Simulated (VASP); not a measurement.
Re: single point with PBE

The system is Re.

```
Re
1.0
     0.00000   -1.97500   -1.97500
    -1.97500    0.00000   -1.97500
     1.97500    1.97500   -3.95000
Re
2
Direct
  0.49393 0.45112 0.52437
  0.00607 0.04888 0.97563
```

```yaml
Program: VASP 6.6.1
Task: single point
Functional: PBE
Potentials_or_basis: VASP PAW PBE potentials, release 64 (Re)
Cutoff: 520 eV
k_mesh: 11 × 11 × 6
Occupations: fermi-dirac, width 0.05 eV
Spin: no spin polarisation
Dipole_correction: no
Further_INCAR_settings: ALGO = Fast; EDIFF = 1e-07; NBANDS = 14
```

| Item | Value |
| --- | --- |
| Pressure | -1.1 GPa |
| Largest force | 2.158 eV/Å |
| Band gap on the k mesh | zero (bands 7 and 8 overlap by 3.31 eV) |

Forces in eV/Å, atoms in the order of the input:
```
Re  -1.787 -1.121  0.458
Re   1.787  1.121 -0.458
```

Stress tensor (GPa, compression positive):
```
 3.77  7.16 -3.36
 7.16 -0.53  1.74
-3.36  1.74 -6.40
```

Levels at points of the mesh, in eV from the Fermi level:
| k point | band 5 | band 6 | band 7 | band 8 | band 9 | band 10 |
| --- | --- | --- | --- | --- | --- | --- |
| (0.00, 0.00, 0.00) | -1.92 | -1.83 | -1.44 | 0.70 | 0.99 | 1.57 |
| (0.00, 0.00, 0.50) | -1.69 | -1.42 | -1.32 | -0.67 | 0.32 | 1.57 |

Run time: 73 s on 1 thread of Intel(R) Xeon(R) Platinum 8481C CPU @ 2.70GHz (Sapphire Rapids) (shared host), peak memory 0.26 GiB.

Caveat: spin-orbit coupling is left out, which moves the levels of the heavy elements; forces of over 1 eV/Å act on the atoms, so gaps and moduli don't describe the material at rest.
